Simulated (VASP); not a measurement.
Set up this calculation in VASP 6.6.1, as the native input.

```yaml
Task: electric field gradients
Functional: PBE
Potentials_or_basis: VASP PAW PBE potentials, release 64 (O)
Cutoff: 520 eV
k_mesh: 5 × 5 × 5
Occupations: fermi-dirac, width 0.02 eV
Spin: no spin polarisation
Dipole_correction: no
Further_INCAR_settings: ALGO = Normal; EDIFF = 1e-08; NBANDS = 13
```

The structure of O lies in POSCAR:

```
O
1.0
    1.4233490221      0.8217709410      3.4083000000
   -1.4233490221      0.8217709410      3.4083000000
    0.0000000000     -1.6435418821      3.4083000000
O
2
Direct
    0.0577000000      0.0577000000      0.0577000000
    0.9423000000      0.9423000000      0.9423000000
```

One way to write it, as run:

INCAR

```
  ALGO = Normal
  EDIFF = 1E-8
  ENCUT = 520
  GGA = PE
  ISIF = 2
  ISMEAR = -1
  LASPH = T
  LCHARG = F
  LEFG = T
  LREAL = F
  LWAVE = F
  NBANDS = 13
  NELM = 60
  PREC = Accurate
  SIGMA = 0.02
```

KPOINTS

```
k-points
0
Gamma
  5 5 5
```

Potentials or basis: VASP PAW PBE potentials, release 64 (O).

Launch:

```sh
$ cat potpaw_PBE.64/O/POTCAR > POTCAR
$ mpirun -np 1 vasp_std > vasp.out
```

Results of the run:

```json
{
  "Pressure": "9.6 GPa",
  "Largest force": "4.337 eV/Å",
  "Band gap on the k mesh": "zero (band 6 reaches 1.22 eV, above the bottom of band 7 at 0.16 eV)"
}
```

Caveat: the k points lie up to 0.52 Å⁻¹ apart; the standard files for N, O and F lose accuracy on very short bonds; spin is off for a triplet molecule; without QUAD_EFG the Cq values of the log hold for a quadrupole moment of 1 mb, not for the nuclei; forces of over 1 eV/Å act on the atoms, so gaps and moduli don't describe the material at rest.

Wall time 5.1 s on 1 thread of Intel(R) Xeon(R) 6975P-C (Granite Rapids), with other jobs on the host, peak memory 0.14 GiB.
